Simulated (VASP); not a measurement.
# Mo (R-3m) in VASP: further runs

The runs below take Mo through single point, with LDA.

All numbers are computed with VASP 6.6.1; they aren't measurements. Logs are shortened: lines on timing, memory, paths and dates and some standing lists are left out, and cuts for length are marked.

## 1. The cell of the first run

It takes space group R-3m (No. 166, trigonal). The conventional cell has a = 5.638 Å, b = 5.638 Å, c = 1.904 Å, α = 90.00°, β = 90.00°, γ = 120.00°. Within 2.5 Å of Mo (site symmetry -3m) lie 2 Mo at 1.90 Å.

## 2. Single point, LDA (17.47 Å³/atom)

INCAR reads:

```
SYSTEM = Mo
PREC = Accurate
ENCUT = 520
EDIFF = 1E-7
ISMEAR = 0
SIGMA = 0.15
LREAL = .False.
LASPH = .True.
NELM = 100
ALGO = Fast
ISIF = 2
LWAVE = .False.
LCHARG = .False.
NBANDS = 13
```

KPOINTS reads:

```
regular mesh
0
Gamma
  22 22 22
  0 0 0
```

POSCAR reads:

```
Mo
1.0
   -2.2912445304      1.6952618296      1.6952618296
    1.6952618296     -2.2912445304      1.6952618296
    1.6952618296      1.6952618296     -2.2912445304
Mo
1
Direct
    0.0000000000      0.0000000000      0.0000000000
```

Potentials or basis: VASP PAW LDA potentials, release 64 (Mo_sv).

The run is started by

```sh
$ cat potpaw_LDA.64/Mo_sv/POTCAR > POTCAR
$ mpirun -np 1 vasp_std > vasp.out
```

OUTCAR:

```text
SYSTEM = Mo
   PREC = Accurate
   ENCUT = 520
   EDIFF = 1E-7
   ISMEAR = 0
   LREAL = .False.
   LASPH = .True.
   NELM = 100
   ISIF = 2

 ion  position               nearest neighbor table
   1  0.000  0.000  0.000-

  LATTYP: Found a trigonal (rhomboedric) cell.
 ALAT       =     3.3162670037
 COS(alpha) =    -0.4450602107

  Lattice vectors:

 A1 = (  -2.2912445304,   1.6952618296,   1.6952618296)
 A2 = (   1.6952618296,  -2.2912445304,   1.6952618296)
 A3 = (   1.6952618296,   1.6952618296,  -2.2912445304)

Analysis of symmetry for initial positions (statically):
=====================================================================
 Subroutine PRICEL returns:
 Original cell was already a primitive cell.

 Routine SETGRP: Setting up the symmetry group for a
 trigonal (rhombohedral) supercell.

 Subroutine GETGRP returns: Found 12 space group operations
 (whereof 12 operations were pure point group operations)
 out of a pool of 12 trial point group operations.

The static configuration has the point symmetry D_3d.

Analysis of symmetry for dynamics (positions and initial velocities):
=====================================================================
 Subroutine PRICEL returns:
 Original cell was already a primitive cell.

 Routine SETGRP: Setting up the symmetry group for a
 trigonal (rhombohedral) supercell.

 Subroutine GETGRP returns: Found 12 space group operations
 (whereof 12 operations were pure point group operations)
 out of a pool of 12 trial point group operations.

The dynamic configuration has the point symmetry D_3d.

 Subroutine INISYM returns: Found 12 space group operations
 (whereof 12 operations are pure point group operations),
 and found     1 'primitive' translations

----------------------------------------------------------------------------------------

                                     Primitive cell

  volume of cell :      17.4700

  direct lattice vectors                    reciprocal lattice vectors
    -2.291244530  1.695261830  1.695261830     0.135998216  0.386844423  0.386844423
     1.695261830 -2.291244530  1.695261830     0.386844423  0.135998216  0.386844423
     1.695261830  1.695261830 -2.291244530     0.386844423  0.386844423  0.135998216

  length of vectors
     3.316267004  3.316267004  3.316267004     0.563731079  0.563731079  0.563731079

  position of ions in fractional coordinates (direct lattice)
     0.000000000  0.000000000  0.000000000

  ion indices of the primitive-cell ions
   primitive index   ion index
                 1           1

----------------------------------------------------------------------------------------

 KPOINTS: regular mesh

Automatic generation of k-mesh.
 Grid dimensions read from file:
 generate k-points for:   22   22   22

 Generating k-lattice:

  Cartesian coordinates                     Fractional coordinates (reciprocal lattice)
     0.006181737  0.017583837  0.017583837     0.045454545 -0.000000000 -0.000000000
     0.017583837  0.006181737  0.017583837    -0.000000000  0.045454545 -0.000000000
     0.017583837  0.017583837  0.006181737    -0.000000000 -0.000000000  0.045454545

  Length of vectors
     0.025624140  0.025624140  0.025624140

  Shift w.r.t. Gamma in fractional coordinates (k-lattice)
     0.000000000  0.000000000  0.000000000

 Subroutine IBZKPT returns following result:
 ===========================================

 Found   1024 irreducible k-points:

 Following reciprocal coordinates:
            Coordinates               Weight
  0.000000  0.000000  0.000000      1.000000
  0.045455 -0.000000  0.000000      6.000000
  0.090909 -0.000000  0.000000      6.000000
  0.136364 -0.000000 -0.000000      6.000000
  0.181818 -0.000000  0.000000      6.000000
  0.227273 -0.000000 -0.000000      6.000000
[... 16 lines left out ...]
  0.500000  0.045455 -0.000000     12.000000
 -0.454545  0.045455  0.000000     12.000000
 [... further k-points ...]
   k-points           NKPTS =   1024   k-points in BZ     NKDIM =   1024   number of bands    NBANDS=     13
   number of dos      NEDOS =    301   number of ions     NIONS =      1
   total plane-waves  NPLWV =  21952
   dimension x,y,z NGX =    28 NGY =   28 NGZ =   28
   dimension x,y,z NGXF=    56 NGYF=   56 NGZF=   56
   ions per type =               1
   NGX,Y,Z   is equivalent  to a cutoff of  14.04, 14.04, 14.04 a.u.
   NGXF,Y,Z  is equivalent  to a cutoff of  28.07, 28.07, 28.07 a.u.
 SYSTEM =  Mo
   PREC   = accura    normal or accurate (medium, high low for compatibility)
   ISTART =      0    job   : 0-new  1-cont  2-samecut
   ICHARG =      2    charge: 1-file 2-atom 10-const
   ISPIN  =      1    spin polarized calculation?
   LNONCOLLINEAR =      F non collinear calculations
   LSORBIT =      F    spin-orbit coupling
   LASPH  =      T    aspherical Exc in radial PAW
   ENCUT  =  520.0 eV  38.22 Ry    6.18 a.u.   6.17  6.17  6.17*2*pi/ulx,y,z
   NELM   =    100;   NELMIN=  2; NELMDL= -5     # of ELM steps
   EDIFF  = 0.1E-06   stopping-criterion for ELM
   LREAL  =      F    real-space projection
   EDIFFG = 0.1E-05   stopping-criterion for IOM
   NSW    =      0    number of steps for IOM
   IBRION =     -1    ionic relax: 0-MD 1-quasi-New 2-CG
   NFREE  =      0    steps in history (QN), initial steepest desc. (CG)
   ISIF   =      2    stress and relaxation
   ISYM   =      2    0-nonsym 1-usesym 2-fastsym
   POTIM  = 0.5000    time-step for ionic-motion
   TEBEG  =    0.0;   TEEND  =   0.0 temperature during run
   PSTRESS=    0.0 pullay stress
   NELECT =      14.0000    total number of electrons
   NUPDOWN=      -1.0000    fix difference up-down
   EMIN   =  10.00;   EMAX   =-10.00  energy-range for DOS
   EFERMI =   0.00;   METHOD = LEGACY
   ISMEAR =     0;   SIGMA  =   0.15  broadening in eV -4-tet -1-fermi 0-gaus
   EFERMI_NEDOS =   21; number of points for ismear=-14 and -15
   IALGO  =     68    algorithm
   IMIX   =      4    mixing-type and parameters
     AMIX     =   0.40;   BMIX     =  1.00
     AMIX_MAG =   1.60;   BMIX_MAG =  1.00
  volume/ion in A,a.u.               =      17.47       117.89
  Fermi-wavevector in a.u.,A,eV,Ry     =   1.520617  2.873550 31.460431  2.312276
  Thomas-Fermi vector in A             =   2.629443
   LORBIT       =      0    0 simple, 1 ext, 2 COOP (PROOUT), +10 PAW based schemes
   GGA     = CA    functional components
   LHFCALC =     F    Hartree Fock is set to
   AEXX    =    0.0000 exact exchange contribution
   IVDW    =     0    specifies the selected vdW correction
   LEPSILON=     F    determine dielectric tensor
   LRPA    =     F    only Hartree local field effects (RPA)
 non-spin polarized calculation
 RMM-DIIS sequential band-by-band and
 Gauss-broadening in eV      SIGMA  =   0.15
  energy-cutoff  :      520.00
  volume of cell :       17.47
 maximum number of plane-waves:       486
 NGX is ok and might be reduce to    28
   NGX = 13   NGY = 13   NGZ = 13

 number of electron      14.0000000 magnetization

 Free energy of the ion-electron system (eV)
  ---------------------------------------------------
  ext. energy  EPLUGINS =         0.00000000
  ---------------------------------------------------
  free energy    TOTEN  =        -7.82857033 eV

  energy without entropy =       -7.81851458  energy(sigma->0) =       -7.82354245

 E-fermi :  10.6681     XC(G=0): -12.5572

 val. band max:       10.6666792836   @ k =  -0.2727  -0.4545   0.1364
 cond. band min:      10.6690627115   @ k =  -0.3636  -0.4091   0.1818
 fundamental gap:      0.0023834279
 Fermi energy:        10.6680748422

 k-point     1 :       0.0000    0.0000    0.0000
  band No.  band energies     occupation
      1     -52.1393      2.00000
      2     -25.3118      2.00000
      3     -25.3118      2.00000
      4     -19.1792      2.00000
      5       2.7456      2.00000
      6       6.0080      2.00000
      7       7.8894      2.00000
      8       7.8894      2.00000
      9      19.0402      0.00000
     10      19.0402      0.00000
     11      19.9996      0.00000
     12      26.4783      0.00000
     13      26.4783      0.00000

 k-point     2 :       0.0455   -0.0000    0.0000
  band No.  band energies     occupation
      1     -52.0868      2.00000
      2     -25.2775      2.00000
      3     -25.2758      2.00000
      4     -19.5181      2.00000
      5       2.9224      2.00000
      6       6.3873      2.00000
      7       7.9384      2.00000
      8       7.9671      2.00000
      9      18.2417      0.00000
     10      18.2674      0.00000
     11      20.1210      0.00000
     12      27.0841      0.00000
     13      27.1166      0.00000

 k-point     3 :       0.0909   -0.0000    0.0000
  band No.  band energies     occupation
      1     -51.9310      2.00000
      2     -25.1766      2.00000
      3     -25.1699      2.00000
      4     -20.4561      2.00000
      5       3.3769      2.00000
      6       7.5161      2.00000
      7       8.0851      2.00000
      8       8.1983      2.00000
      9      16.4573      0.00000
     10      16.5328      0.00000
     11      20.4803      0.00000
     12      28.1249      0.00000
     13      28.3097      0.00000

 k-point     4 :       0.1364   -0.0000   -0.0000
  band No.  band energies     occupation
      1     -51.6773      2.00000
      2     -25.0142      2.00000
      3     -24.9997      2.00000
      4     -21.8126      2.00000
      5       4.0023      2.00000
      6       8.3277      2.00000
      7       8.5756      2.00000
      8       9.3003      2.00000
      9      14.3911      0.00000
     10      14.5105      0.00000
     11      21.0620      0.00000
     12      28.6553      0.00000
     13      29.0791      0.00000

 k-point     5 :       0.1818   -0.0000    0.0000
  band No.  band energies     occupation
      1     -51.3358      2.00000
      2     -24.7992      2.00000
      3     -24.7748      2.00000
      4     -23.3978      2.00000
      5       4.7595      2.00000
      6       8.6572      2.00000
      7       9.0869      2.00000
      8      11.4836      0.00000
      9      12.4155      0.00000
     10      12.4960      0.00000
     11      21.8331      0.00000
     12      28.6417      0.00000
     13      29.2399      0.00000
[... 257 lines left out ...]
 k-point    22 :       0.4545    0.0455    0.0000
  band No.  band energies     occupation
      1     -48.7689      2.00000
      2     -31.2530      2.00000
      3     -23.3428      2.00000
      4     -23.2703      2.00000
      5       3.7286      2.00000
      6       4.4176      2.00000
      7      12.0905      0.00000
      8      12.8008      0.00000
      9      14.9633      0.00000
     10      16.6388      0.00000
     11      22.4402      0.00000
     12      26.9333      0.00000
     13      28.1917      0.00000

 k-point    23 :       0.5000    0.0455   -0.0000
  band No.  band energies     occupation
      1     -48.8612      2.00000
      2     -31.0391      2.00000
      3     -23.3965      2.00000
      4     -23.3203      2.00000
      5       3.8838      2.00000
      6       4.6025      2.00000
      7      11.8928      0.00000
      8      12.5731      0.00000
      9      14.7695      0.00000
     10      16.9568      0.00000
     11      22.5475      0.00000
     12      26.5234      0.00000
     13      28.4658      0.00000

 k-point    24 :      -0.4545    0.0455    0.0000
  band No.  band energies     occupation
      1     -49.1230      2.00000
      2     -30.4160      2.00000
      3     -23.5381      2.00000
      4     -23.4606      2.00000
      5       4.3870      2.00000
      6       5.1468      2.00000
      7      11.3804      0.00000
      8      11.7871      0.00000
      9      13.5344      0.00000
     10      18.4632      0.00000
     11      23.0035      0.00000
     12      26.3030      0.00000
     13      28.4083      0.00000

 [... further k-points ...]

------------------------ aborting loop because EDIFF is reached ----------------------------------------

  FORCE on cell =-STRESS in cart. coord.  units (eV):
  Direction    XX          YY          ZZ          XY          YZ          ZX
  --------------------------------------------------------------------------------------
  -------------------------------------------------------------------------------------
  Total        8.3735514      8.3735514      8.3735514     11.0287623     11.0287623     11.0287623
  in kB      767.9401366    767.9401366    767.9401366   1011.4500814   1011.4500814   1011.4500814
  external PRESSURE =     767.9401366 kB  Pullay stress =       0.0000000 kB

 VOLUME and BASIS-vectors are now :
 -----------------------------------------------------------------------------
  energy-cutoff  :      520.00
  volume of cell :       17.47
      direct lattice vectors                 reciprocal lattice vectors
    -2.291244530  1.695261830  1.695261830     0.135998216  0.386844423  0.386844423
     1.695261830 -2.291244530  1.695261830     0.386844423  0.135998216  0.386844423
     1.695261830  1.695261830 -2.291244530     0.386844423  0.386844423  0.135998216

 POSITION                                       TOTAL-FORCE (eV/Angst)
 -----------------------------------------------------------------------------------
      0.00000      0.00000      0.00000        -0.000000      0.000000      0.000000
 -----------------------------------------------------------------------------------
    total drift:                                0.000000      0.000000      0.000000

  FREE ENERGIE OF THE ION-ELECTRON SYSTEM (eV)
  ---------------------------------------------------
  free  energy   TOTEN  =        -7.8285703251 eV

  energy  without entropy=       -7.8185145840  energy(sigma->0) =       -7.82354245
```

Run time: 3.3 min. Hardware: 1 thread of AMD EPYC 9R45 (Zen 5), shared host; peak memory 0.3 GiB.

Results:

| Property | Result |
| --- | --- |
| Free energy | -7.8286 eV |
| Pressure | 76.8 GPa |
| Band gap on the k mesh | zero (bands 7 and 8 overlap by 5.07 eV) |

Levels at points of the mesh, in eV from the Fermi level:
```csv
k point,band 5,band 6,band 7,band 8,band 9,band 10
"(0.00, 0.00, 0.00)",-7.92,-4.66,-2.78,-2.78,8.37,8.37
"(0.50, 0.00, 0.00)",-6.95,-6.24,1.42,2.14,4.68,5.50
"(0.50, 0.50, 0.00)",-6.43,-4.80,-0.83,0.07,4.24,8.42
"(0.50, 0.50, 0.50)",-7.08,-7.08,2.29,2.29,7.73,9.54
```

Caveat: atoms lie so close that the PAW spheres overlap strongly, which falsifies energies and pressures; the cell stands under pressure.

## 3. Single point, LDA (17.47 Å³/atom)

INCAR reads:

```
SYSTEM = Mo
ALGO = Fast
EDIFF = 1E-6
ENCUT = 520
ISIF = 2
ISMEAR = 0
LASPH = .TRUE.
LCHARG = .FALSE.
LREAL = .FALSE.
LWAVE = .FALSE.
NBANDS = 13
NELM = 80
PREC = Accurate
SIGMA = 0.15
```

KPOINTS reads:

```
k-points
0
G
  22 22 22
  0 0 0
```

POSCAR reads:

```
Mo
1.0
   -1.4181195299      1.6419096650      1.6419096650
    1.6419096650     -1.4181195299      1.6419096650
    1.6419096650      1.6419096650     -1.4181195299
Mo
1
Direct
    0.0000000000      0.0000000000      0.0000000000
```

Potentials or basis: VASP PAW LDA potentials, release 64 (Mo_sv).

The run is started by

```sh
$ cat potpaw_LDA.64/Mo_sv/POTCAR > POTCAR
$ mpirun -np 1 vasp_std > vasp.out
```

OUTCAR:

```text
SYSTEM = Mo
   EDIFF = 1E-6
   ENCUT = 520
   ISIF = 2
   ISMEAR = 0
   LASPH = .TRUE.
   LREAL = .FALSE.
   NELM = 80
   PREC = Accurate

 ion  position               nearest neighbor table
   1  0.000  0.000  0.000-

  LATTYP: Found a trigonal (rhomboedric) cell.
 ALAT       =     2.7208082801
 COS(alpha) =    -0.2648972803

  Lattice vectors:

 A1 = (  -1.4181195299,   1.6419096650,   1.6419096650)
 A2 = (   1.6419096650,  -1.4181195299,   1.6419096650)
 A3 = (   1.6419096650,   1.6419096650,  -1.4181195299)

Analysis of symmetry for initial positions (statically):
=====================================================================
 Subroutine PRICEL returns:
 Original cell was already a primitive cell.

 Routine SETGRP: Setting up the symmetry group for a
 trigonal (rhombohedral) supercell.

 Subroutine GETGRP returns: Found 12 space group operations
 (whereof 12 operations were pure point group operations)
 out of a pool of 12 trial point group operations.

The static configuration has the point symmetry D_3d.

Analysis of symmetry for dynamics (positions and initial velocities):
[... 170 lines left out ...]
      4     -23.7076      2.00000
      5       3.9570      2.00000
      6       8.3293      2.00000
      7       8.3293      2.00000
      8      11.3138      0.00000
      9      12.7451      0.00000
     10      12.7451      0.00000
     11      24.5622      0.00000
     12      24.5622      0.00000
     13      27.7508      0.00000
[... 354 lines left out ...]
  band No.  band energies     occupation
      1     -50.0602      2.00000
      2     -24.8820      2.00000
      3     -23.9708      2.00000
      4     -23.7064      2.00000
      5       6.2457      2.00000
      6       7.6031      2.00000
      7      10.5852      1.97366
      8      12.8108      0.00000
      9      12.9058      0.00000
     10      13.9048      0.00000
     11      20.3044      0.00000
     12      23.8420      0.00000
     13      27.8861      0.00000

 [... further k-points ...]

------------------------ aborting loop because EDIFF is reached ----------------------------------------

  FORCE on cell =-STRESS in cart. coord.  units (eV):
  Direction    XX          YY          ZZ          XY          YZ          ZX
  --------------------------------------------------------------------------------------
  -------------------------------------------------------------------------------------
  Total       -2.8641215     -2.8641215     -2.8641215     -0.7125199     -0.7125199     -0.7125199
  in kB     -262.6691817   -262.6691817   -262.6691817    -65.3453450    -65.3453450    -65.3453450
  external PRESSURE =    -262.6691817 kB  Pullay stress =       0.0000000 kB

 VOLUME and BASIS-vectors are now :
 -----------------------------------------------------------------------------
  energy-cutoff  :      520.00
  volume of cell :       17.47
      direct lattice vectors                 reciprocal lattice vectors
    -1.418119530  1.641909665  1.641909665    -0.039198875  0.287595393  0.287595393
     1.641909665 -1.418119530  1.641909665     0.287595393 -0.039198875  0.287595393
     1.641909665  1.641909665 -1.418119530     0.287595393  0.287595393 -0.039198875

 POSITION                                       TOTAL-FORCE (eV/Angst)
 -----------------------------------------------------------------------------------
      0.00000      0.00000      0.00000        -0.000000     -0.000000     -0.000000
 -----------------------------------------------------------------------------------
    total drift:                                0.000000     -0.000000     -0.000000

  FREE ENERGIE OF THE ION-ELECTRON SYSTEM (eV)
  ---------------------------------------------------
  free  energy   TOTEN  =       -11.7307527162 eV

  energy  without entropy=      -11.7221954068  energy(sigma->0) =      -11.72647406
```

OSZICAR:

```text
N       E                     dE             d eps       ncg     rms          rms(c)
DAV:   1     0.969889505703E+02    0.96989E+02   -0.78438E+03 26744   0.109E+03
DAV:   2    -0.112386593905E+02   -0.10823E+03   -0.10416E+03 29684   0.316E+02
DAV:   3    -0.125103031682E+02   -0.12716E+01   -0.12674E+01 30179   0.354E+01
DAV:   4    -0.125135690271E+02   -0.32659E-02   -0.32657E-02 29434   0.213E+00
DAV:   5    -0.125135936087E+02   -0.24582E-04   -0.24581E-04 30614   0.167E-01    0.124E+01
RMM:   6    -0.118208691141E+02    0.69272E+00   -0.85813E-01 26642   0.858E+00    0.281E+00
RMM:   7    -0.117368435726E+02    0.84026E-01   -0.17699E-01 27176   0.367E+00    0.116E+00
RMM:   8    -0.117309797987E+02    0.58638E-02   -0.11749E-02 29530   0.125E+00    0.196E-01
RMM:   9    -0.117307407750E+02    0.23902E-03   -0.15965E-03 29745   0.414E-01    0.711E-02
RMM:  10    -0.117307535651E+02   -0.12790E-04   -0.15604E-04 30027   0.144E-01    0.231E-02
RMM:  11    -0.117307520567E+02    0.15084E-05   -0.41192E-05 29923   0.723E-02    0.598E-03
RMM:  12    -0.117307527162E+02   -0.65950E-06   -0.73113E-06 28083   0.309E-02
   1 F= -.11730753E+02 E0= -.11726474E+02  d E =-.855731E-02
```

stdout:

```text
POSCAR found type information on POSCAR Mo
 POSCAR found :  1 types and       1 ions
 scaLAPACK will be used
 LDA part: xc-table for (Slater(with rela. corr.)+CA(PZ))
 , standard interpolation
 POSCAR, INCAR and KPOINTS ok, starting setup
 FFT: planning ... GRIDC
 FFT: planning ... GRID_SOFT
 FFT: planning ... GRID
 WAVECAR not read
 entering main loop
```

Wall time 82 s (1 thread of AMD EPYC 9R45 (Zen 5), shared host); peak memory 0.27 GiB.

What came out:

- Free energy: -11.7308 eV
- Pressure: -26.3 GPa
- Band gap on the k mesh: zero (bands 7 and 8 overlap by 2.17 eV)

Caveat: the cell stands under tension.

(Part 1 of 2 ends here.)
